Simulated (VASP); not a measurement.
Write the native input for VASP 6.6.1 that does the following.

* Task: single point
* Functional: r2SCAN
* Potentials or basis: VASP PAW PBE potentials, release 64 (Ti_sv)
* Cutoff: 520 eV
* k mesh: 15 × 15 × 15
* Occupations: fermi-dirac, width 0.1 eV
* Spin: no spin polarisation
* Dipole correction: no
* Further INCAR settings: ALGO = Normal; EDIFF = 1e-06; NBANDS = 12

The system is Ti.

```xyz
1
Lattice="-1.6704 1.6704 1.6704 1.6704 -1.6704 1.6704 1.6704 1.6704 -1.6704" Properties=species:S:1:pos:R:3 pbc="T T T"
Ti    0.0000    0.0000    0.0000
```

This isn't the form of Ti at room conditions, which is hcp.

One way to write it, as run:

POSCAR

```
Ti
1.0
   -1.6704402841      1.6704402841      1.6704402841
    1.6704402841     -1.6704402841      1.6704402841
    1.6704402841      1.6704402841     -1.6704402841
Ti
1
Direct
    0.0000000000      0.0000000000      0.0000000000
```

INCAR.step1

```
PREC = Accurate ; ENCUT = 520
ISMEAR = -1 ; SIGMA = 0.1
LREAL = False ; LASPH = True
NELM = 60 ; NBANDS = 12
GGA = PE ; ALGO = Normal
EDIFF = 1E-4 ; LWAVE = True
LCHARG = False
```

INCAR.step2

```
PREC = Accurate ; ENCUT = 520
EDIFF = 1E-6 ; ISMEAR = -1
SIGMA = 0.1 ; LREAL = False
LASPH = True ; NELM = 60
ALGO = Normal ; ISIF = 2
LWAVE = False ; LCHARG = False
METAGGA = R2SCAN ; LMIXTAU = True
NBANDS = 12 ; ISTART = 1
```

KPOINTS

```
Automatic mesh
0
Gamma
  15 15 15
```

Potentials or basis: VASP PAW PBE potentials, release 64 (Ti_sv).

Launch:

```sh
$ cat potpaw_PBE.64/Ti_sv/POTCAR > POTCAR
$ cp INCAR.step1 INCAR
$ mpirun -np 1 vasp_std > vasp.out
$ cp INCAR.step2 INCAR
$ mpirun -np 1 vasp_std > vasp.out
```

Results of the run:

| Item | Value |
| --- | --- |
| Pressure | -7.3 GPa |
| Band gap on the k mesh | zero (bands 6 and 7 overlap by 1.69 eV) |

Caveat: the cell stands under tension; the PAW data sets were made with another functional, which shifts forces and pressure a little.

Wall time 70 s on 1 thread of Intel Xeon 8259CL, with other jobs on the host, peak memory 0.16 GiB.
